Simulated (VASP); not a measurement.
The system is Sb.

```
Sb
1.0
     1.95308   -6.19556    0.00000
     1.95308    6.19556    0.00000
     0.00000    0.00000    5.16887
Sb
4
Direct
  0.09800 0.90200 0.91000
  0.59800 0.40200 0.59000
  0.90200 0.09800 0.09000
  0.40200 0.59800 0.41000
```

```yaml
Program: VASP 6.6.1
Task: relaxation of cell and atoms
Functional: PBE
Potentials_or_basis: VASP PAW PBE potentials, release 64 (Sb)
Cutoff: 600 eV
k_mesh: 6 × 6 × 4
Occupations: gaussian, width 0.1 eV
Spin: no spin polarisation
```

At the start: pressure 21.1 GPa; volume 31.27 Å³/atom.

Task: How do energy, volume and symmetry change on relaxing?

Result: Over 25 steps the energy falls by 698.9 meV/atom and the volume is 32.68 Å³/atom (+4.5 %); space group Cmce (No. 64, to 0.05 Å).

The path:
| step | energy change (eV) | largest force (eV/Å) | pressure (GPa) | volume (Å³) |
| --- | --- | --- | --- | --- |
| 1 | 0.0000 | 4.4746 | 21.08 | 125.09 |
| 2 | -0.3495 | 1.7048 | -6.76 | 215.17 |
| 3 | -2.5557 | 0.1609 | -1.32 | 161.17 |
| 4 | -2.5693 | 0.2362 | -0.72 | 158.94 |
| 5 | -2.5716 | 0.3199 | -0.29 | 157.47 |
| 6 | -2.5963 | 0.2575 | -0.39 | 156.29 |
| 7 | -2.5973 | 0.2858 | -0.40 | 155.99 |
| 8 | -2.6195 | 0.2324 | -0.30 | 153.32 |
| 9 | -2.6621 | 0.1164 | 0.14 | 145.45 |
| 10 | -2.6200 | 0.2233 | 1.73 | 130.47 |
| 11 | -2.6677 | 0.1182 | 0.59 | 141.18 |
| 12 | -2.6868 | 0.1073 | 0.30 | 140.37 |
| 13 | -2.7227 | 0.2610 | -0.46 | 137.87 |
| 14 | -2.7258 | 0.4443 | -1.44 | 132.60 |
| 15 | -2.7358 | 0.3702 | -0.97 | 135.46 |
| 16 | -2.7567 | 0.3173 | -0.81 | 133.44 |
| 17 | -2.7775 | 0.2429 | -0.51 | 130.44 |
| 18 | -2.7674 | 0.1331 | 0.42 | 124.35 |
| 19 | -2.7836 | 0.1931 | -0.23 | 128.39 |
| 20 | -2.7872 | 0.1612 | -0.10 | 128.59 |
| 21 | -2.7914 | 0.0956 | 0.17 | 128.98 |
| 22 | -2.7918 | 0.0714 | 0.30 | 129.16 |
| 23 | -2.7943 | 0.0416 | 0.08 | 130.02 |
| 24 | -2.7951 | 0.0176 | -0.14 | 130.89 |
| 25 | -2.7957 | 0.0339 | -0.04 | 130.70 |

Final structure:
```
Sb
1.0
     2.19358   -6.28072    0.00000
     2.19358    6.28072    0.00000
     0.00000    0.00000    4.74333
Sb
4
Cartesian
  2.1936 4.8555 4.5399
  2.1936 -1.4253 2.5751
  2.1936 -4.8555 0.2034
  2.1936 1.4253 2.1682
```
